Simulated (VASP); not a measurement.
# BAs (P6_3/mmc) in VASP: settings compared

Aim: see how the results for BAs move with the level of theory and the settings. Levels: PBE, r2SCAN, HSE06. Tasks: single point.

Everything below comes from runs of VASP 6.6.1. Logs are shortened: lines on timing, memory, paths and dates and some standing lists are left out, and cuts for length are marked.

### 1 The cell of the first run

The structure is hexagonal, space group P6_3/mmc (No. 194). The conventional cell has a = 3.366 Å, b = 3.366 Å, c = 8.745 Å, α = 90.00°, β = 90.00°, γ = 120.00°. B (site symmetry -6m2) has 3 As at 1.94 Å within 2.6 Å. As (site symmetry -6m2) has 3 B at 1.94 Å within 2.6 Å.

### 2 Single point, PBE

Input file INCAR:

```
SYSTEM = BAs
  PREC = Accurate
  ENCUT = 520
  EDIFF = 1E-6
  ISMEAR = 0
  SIGMA = 0.01
  LREAL = .FALSE.
  LASPH = .TRUE.
  NELM = 100
  ALGO = Normal
  ISIF = 2
  LWAVE = .FALSE.
  LCHARG = .FALSE.
  GGA = PE
  NBANDS = 16
```

Input file KPOINTS:

```
regular mesh
0
G
  9 9 2
  0 0 0
```

Input file POSCAR:

```
BAs
1.0
    3.3658574568      0.0000000000      0.0000000000
   -1.6829287284      2.9149180631      0.0000000000
    0.0000000000      0.0000000000      8.7445975206
B As
2 2
Direct
    0.3333333333      0.6666666667      0.2500000000
    0.6666666667      0.3333333333      0.7500000000
    0.6666666667      0.3333333333      0.2500000000
    0.3333333333      0.6666666667      0.7500000000
```

Potentials or basis: VASP PAW PBE potentials, release 64 (B, As).

Started as:

```sh
> cat potpaw_PBE.64/B/POTCAR potpaw_PBE.64/As/POTCAR > POTCAR
> mpirun -np 1 vasp_std > vasp.out
```

OUTCAR:

```text
SYSTEM = BAs
   PREC = Accurate
   ENCUT = 520
   EDIFF = 1E-6
   ISMEAR = 0
   LREAL = .FALSE.
   LASPH = .TRUE.
   NELM = 100
   ISIF = 2
   GGA = PE

 ion  position               nearest neighbor table
   1  0.333  0.667  0.250-   3 1.94   3 1.94   3 1.94
   2  0.667  0.333  0.750-   4 1.94   4 1.94   4 1.94
   3  0.667  0.333  0.250-   1 1.94   1 1.94   1 1.94
   4  0.333  0.667  0.750-   2 1.94   2 1.94   2 1.94

  LATTYP: Found a hexagonal cell.
 ALAT       =     3.3658574568
 C/A-ratio  =     2.5980296649

  Lattice vectors:

 A1 = (   3.3658574568,   0.0000000000,   0.0000000000)
 A2 = (  -1.6829287284,   2.9149180631,   0.0000000000)
 A3 = (   0.0000000000,   0.0000000000,   8.7445975206)

Analysis of symmetry for initial positions (statically):
=====================================================================
 Subroutine PRICEL returns:
 Original cell was already a primitive cell.

 Routine SETGRP: Setting up the symmetry group for a
 hexagonal supercell.

 Subroutine GETGRP returns: Found 24 space group operations
 (whereof 12 operations were pure point group operations)
 out of a pool of 24 trial point group operations.

The static configuration has the point symmetry D_3d.
 The point group associated with its full space group is D_6h.

Analysis of symmetry for dynamics (positions and initial velocities):
=====================================================================
 Subroutine PRICEL returns:
 Original cell was already a primitive cell.

 Routine SETGRP: Setting up the symmetry group for a
 hexagonal supercell.

 Subroutine GETGRP returns: Found 24 space group operations
 (whereof 12 operations were pure point group operations)
 out of a pool of 24 trial point group operations.

The dynamic configuration has the point symmetry D_3d.
 The point group associated with its full space group is D_6h.

 Subroutine INISYM returns: Found 24 space group operations
 (whereof 12 operations are pure point group operations),
 and found     1 'primitive' translations

----------------------------------------------------------------------------------------

                                     Primitive cell

  volume of cell :      85.7950

  direct lattice vectors                    reciprocal lattice vectors
     3.365857457  0.000000000  0.000000000     0.297101114  0.171531408  0.000000000
    -1.682928728  2.914918063  0.000000000     0.000000000  0.343062816  0.000000000
     0.000000000  0.000000000  8.744597521     0.000000000  0.000000000  0.114356321

  length of vectors
     3.365857457  3.365857457  8.744597521     0.343062816  0.343062816  0.114356321

  position of ions in fractional coordinates (direct lattice)
     0.333333333  0.666666667  0.250000000
     0.666666667  0.333333333  0.750000000
     0.666666667  0.333333333  0.250000000
     0.333333333  0.666666667  0.750000000

  ion indices of the primitive-cell ions
   primitive index   ion index
                 1           1
                 2           2
                 3           3
                 4           4

----------------------------------------------------------------------------------------

 KPOINTS: regular mesh

Automatic generation of k-mesh.
 Grid dimensions read from file:
 generate k-points for:    9    9    2

 Generating k-lattice:

  Cartesian coordinates                     Fractional coordinates (reciprocal lattice)
     0.033011235  0.019059045  0.000000000     0.111111111  0.000000000  0.000000000
     0.000000000  0.038118091  0.000000000     0.000000000  0.111111111  0.000000000
     0.000000000  0.000000000  0.057178160     0.000000000  0.000000000  0.500000000

  Length of vectors
     0.038118091  0.038118091  0.057178160

  Shift w.r.t. Gamma in fractional coordinates (k-lattice)
     0.000000000  0.000000000  0.000000000

 Subroutine IBZKPT returns following result:
 ===========================================

 Found     24 irreducible k-points:

 Following reciprocal coordinates:
            Coordinates               Weight
  0.000000  0.000000  0.000000      1.000000
  0.111111  0.000000  0.000000      6.000000
  0.222222  0.000000  0.000000      6.000000
  0.333333  0.000000  0.000000      6.000000
  0.444444  0.000000  0.000000      6.000000
  0.111111  0.111111  0.000000      6.000000
[... 16 lines left out ...]
  0.333333  0.222222  0.500000     12.000000
  0.333333  0.333333  0.500000      2.000000
   k-points           NKPTS =     24   k-points in BZ     NKDIM =     24   number of bands    NBANDS=     16
   number of dos      NEDOS =    301   number of ions     NIONS =      4
   total plane-waves  NPLWV =  54880
   dimension x,y,z NGX =    28 NGY =   28 NGZ =   70
   dimension x,y,z NGXF=    56 NGYF=   56 NGZF=  140
   ions per type =               2   2
   NGX,Y,Z   is equivalent  to a cutoff of  13.83, 13.83, 13.31 a.u.
   NGXF,Y,Z  is equivalent  to a cutoff of  27.66, 27.66, 26.62 a.u.
 SYSTEM =  BAs
   PREC   = accura    normal or accurate (medium, high low for compatibility)
   ISTART =      0    job   : 0-new  1-cont  2-samecut
   ICHARG =      2    charge: 1-file 2-atom 10-const
   ISPIN  =      1    spin polarized calculation?
   LNONCOLLINEAR =      F non collinear calculations
   LSORBIT =      F    spin-orbit coupling
   LASPH  =      T    aspherical Exc in radial PAW
   ENCUT  =  520.0 eV  38.22 Ry    6.18 a.u.   6.26  6.26 16.26*2*pi/ulx,y,z
   NELM   =    100;   NELMIN=  2; NELMDL= -5     # of ELM steps
   EDIFF  = 0.1E-05   stopping-criterion for ELM
   LREAL  =      F    real-space projection
   EDIFFG = 0.1E-04   stopping-criterion for IOM
   NSW    =      0    number of steps for IOM
   IBRION =     -1    ionic relax: 0-MD 1-quasi-New 2-CG
   NFREE  =      0    steps in history (QN), initial steepest desc. (CG)
   ISIF   =      2    stress and relaxation
   ISYM   =      2    0-nonsym 1-usesym 2-fastsym
   POTIM  = 0.5000    time-step for ionic-motion
   TEBEG  =    0.0;   TEEND  =   0.0 temperature during run
   PSTRESS=    0.0 pullay stress
   NELECT =      16.0000    total number of electrons
   NUPDOWN=      -1.0000    fix difference up-down
   EMIN   =  10.00;   EMAX   =-10.00  energy-range for DOS
   EFERMI =   0.00;   METHOD = LEGACY
   ISMEAR =     0;   SIGMA  =   0.01  broadening in eV -4-tet -1-fermi 0-gaus
   EFERMI_NEDOS =   21; number of points for ismear=-14 and -15
   IALGO  =     38    algorithm
   IMIX   =      4    mixing-type and parameters
     AMIX     =   0.40;   BMIX     =  1.00
     AMIX_MAG =   1.60;   BMIX_MAG =  1.00
  volume/ion in A,a.u.               =      21.45       144.74
  Fermi-wavevector in a.u.,A,eV,Ry     =   0.935321  1.767501 11.902731  0.874826
  Thomas-Fermi vector in A             =   2.062217
   LORBIT       =      0    0 simple, 1 ext, 2 COOP (PROOUT), +10 PAW based schemes
   GGA     = PE    functional components
   LHFCALC =     F    Hartree Fock is set to
   AEXX    =    0.0000 exact exchange contribution
   IVDW    =     0    specifies the selected vdW correction
   LEPSILON=     F    determine dielectric tensor
   LRPA    =     F    only Hartree local field effects (RPA)
 non-spin polarized calculation
 Gauss-broadening in eV      SIGMA  =   0.01
  energy-cutoff  :      520.00
  volume of cell :       85.79
 maximum number of plane-waves:      2348
 NGX is ok and might be reduce to    28
   NGX = 13   NGY = 13   NGZ = 33

 number of electron      16.0000000 magnetization

 Free energy of the ion-electron system (eV)
  ---------------------------------------------------
  ext. energy  EPLUGINS =         0.00000000
  ---------------------------------------------------
  free energy    TOTEN  =       -21.26140114 eV

  energy without entropy =      -21.26140114  energy(sigma->0) =      -21.26140114

 E-fermi :   1.9217     XC(G=0):  -8.1572

 val. band max:        1.8630087897   @ k =   0.3333   0.3333   0.5000
 cond. band min:       2.5810924256   @ k =   0.3333   0.3333   0.5000
 fundamental gap:      0.7180836359
 Fermi energy:         1.9216650204

 k-point     1 :       0.0000    0.0000    0.0000
  band No.  band energies     occupation
      1     -12.0713      2.00000
      2     -11.9675      2.00000
      3      -2.6583      2.00000
      4      -1.5048      2.00000
      5       0.3497      2.00000
      6       0.3497      2.00000
[... 8 lines left out ...]
     15       6.7908      0.00000
     16       9.1365      0.00000

 k-point     2 :       0.1111    0.0000    0.0000
  band No.  band energies     occupation
      1     -11.8977      2.00000
      2     -11.7951      2.00000
      3      -2.4597      2.00000
      4      -1.3132      2.00000
      5      -0.7085      2.00000
      6      -0.6613      2.00000
[... 8 lines left out ...]
     15       7.5271      0.00000
     16       8.5573      0.00000

 k-point     3 :       0.2222    0.0000    0.0000
  band No.  band energies     occupation
      1     -11.3883      2.00000
      2     -11.2898      2.00000
      3      -2.7274      2.00000
      4      -2.6650      2.00000
      5      -1.8734      2.00000
      6      -0.7505      2.00000
[... 8 lines left out ...]
     15       9.2794      0.00000
     16       9.3679      0.00000

 k-point     4 :       0.3333    0.0000    0.0000
  band No.  band energies     occupation
      1     -10.5979      2.00000
      2     -10.5085      2.00000
      3      -4.7238      2.00000
      4      -4.6542      2.00000
      5      -1.3615      2.00000
      6      -1.3187      2.00000
[... 8 lines left out ...]
     15      10.5881      0.00000
     16      11.5686      0.00000
[... 324 lines left out ...]
 k-point    22 :       0.2222    0.2222    0.5000
  band No.  band energies     occupation
      1     -10.1150      2.00000
      2     -10.1150      2.00000
      3      -4.9432      2.00000
      4      -4.9432      2.00000
      5      -2.8687      2.00000
      6      -2.8687      2.00000
[... 8 lines left out ...]
     15       9.1666      0.00000
     16       9.1666      0.00000

 k-point    23 :       0.3333    0.2222    0.5000
  band No.  band energies     occupation
      1      -9.3778      2.00000
      2      -9.3778      2.00000
      3      -5.9443      2.00000
      4      -5.9443      2.00000
      5      -3.5378      2.00000
      6      -3.5378      2.00000
[... 8 lines left out ...]
     15      10.2945      0.00000
     16      10.2945      0.00000

 k-point    24 :       0.3333    0.3333    0.5000
  band No.  band energies     occupation
      1      -9.0626      2.00000
      2      -9.0626      2.00000
      3      -6.0571      2.00000
      4      -6.0571      2.00000
      5      -4.1764      2.00000
      6      -4.1764      2.00000
[... 8 lines left out ...]
     15      11.0079      0.00000
     16      11.0079      0.00000

------------------------ aborting loop because EDIFF is reached ----------------------------------------

  FORCE on cell =-STRESS in cart. coord.  units (eV):
  Direction    XX          YY          ZZ          XY          YZ          ZX
  --------------------------------------------------------------------------------------
  -------------------------------------------------------------------------------------
  Total        1.4746413      1.4746413      0.3512906      0.0000000      0.0000000      0.0000000
  in kB       27.5381693     27.5381693      6.5601711      0.0000000      0.0000000      0.0000000
  external PRESSURE =      20.5455032 kB  Pullay stress =       0.0000000 kB

 VOLUME and BASIS-vectors are now :
 -----------------------------------------------------------------------------
  energy-cutoff  :      520.00
  volume of cell :       85.79
      direct lattice vectors                 reciprocal lattice vectors
     3.365857457  0.000000000  0.000000000     0.297101114  0.171531408  0.000000000
    -1.682928728  2.914918063  0.000000000     0.000000000  0.343062816  0.000000000
     0.000000000  0.000000000  8.744597521     0.000000000  0.000000000  0.114356321

 POSITION                                       TOTAL-FORCE (eV/Angst)
 -----------------------------------------------------------------------------------
     -0.00000      1.94328      2.18615        -0.000000      0.000000     -0.000000
      1.68293      0.97164      6.55845         0.000000     -0.000000      0.000000
      1.68293      0.97164      2.18615         0.000000     -0.000000      0.000000
     -0.00000      1.94328      6.55845        -0.000000      0.000000      0.000000
 -----------------------------------------------------------------------------------
    total drift:                               -0.000000      0.000000      0.000000

  FREE ENERGIE OF THE ION-ELECTRON SYSTEM (eV)
  ---------------------------------------------------
  free  energy   TOTEN  =       -21.2614011352 eV

  energy  without entropy=      -21.2614011352  energy(sigma->0) =      -21.26140114
```

It used 55 s of CPU time on 1 thread of AMD EPYC 7R13 Processor (Zen 3) (shared host).

What came out:

```yaml
Free_energy: -21.2614 eV
Pressure: 2.1 GPa
Band_gap_on_the_k_mesh: 0.72 eV
```

Caveat: an odd mesh through Γ misses points on the zone boundary, where band edges can lie; this functional lacks dispersion, which binds the layers, so the pressure and a relaxed spacing across them are unreliable.

[end of part 1 of 2]
